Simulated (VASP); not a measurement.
Here is a VASP 6.6.1 calculation.

File INCAR:

```
SYSTEM = Zn2S
PREC     = Accurate       ! precision mode
ENCUT    = 520            ! plane-wave cutoff, eV
EDIFF    = 1E-6           ! SCF threshold, eV
ISMEAR   = 0              ! smearing method
SIGMA    = 0.1            ! smearing width, eV
LREAL    = .False.        ! projectors in reciprocal space
LASPH    = .True.         ! aspherical terms in the spheres
NELM     = 80             ! most SCF steps
ALGO     = Normal         ! electronic algorithm
ISIF     = 2              ! what is computed and relaxed
LWAVE    = .False.        ! write WAVECAR
LCHARG   = .True.         ! write CHGCAR
GGA      = PE             ! functional
LELF     = .True.         ! ELF
LVHAR    = .True.       
NBANDS   = 22             ! bands
```

Contents of KPOINTS:

```
regular mesh
0
Gamma
  4 4 4
  0 0 0
```

Contents of POSCAR:

```
Zn2S
1.0
    3.9342608700      0.0000000000      0.0000000000
    0.0000000000      3.9342608700      0.0000000000
    0.0000000000      0.0000000000      3.9405014000
Zn S
2 1
Direct
    0.0000000000      0.5000000000      0.0000000000
    0.5000000000      0.0000000000      0.0000000000
    0.5000000000      0.5000000000      0.0000000000
```

Potentials or basis: VASP PAW PBE potentials, release 64 (Zn, S).

Launch:

```bash
$ cat potpaw_PBE.64/Zn/POTCAR potpaw_PBE.64/S/POTCAR > POTCAR
$ mpirun -np 1 vasp_std > vasp.out
```

**Question.** What does it give for the band gap on the k mesh?

**Answer.** Zero (bands 15 and 16 overlap by 1.25 eV).

**Question.** Estimate the pressure.

**Answer.** 39.3 GPa.

Stress tensor (GPa, compression positive):
```
59.73  0.00  0.00
 0.00 59.73  0.00
 0.00  0.00 -1.54
```

Caveat: the k points lie up to 0.40 Å⁻¹ apart, too coarse for converged energies and pressures of a metal.
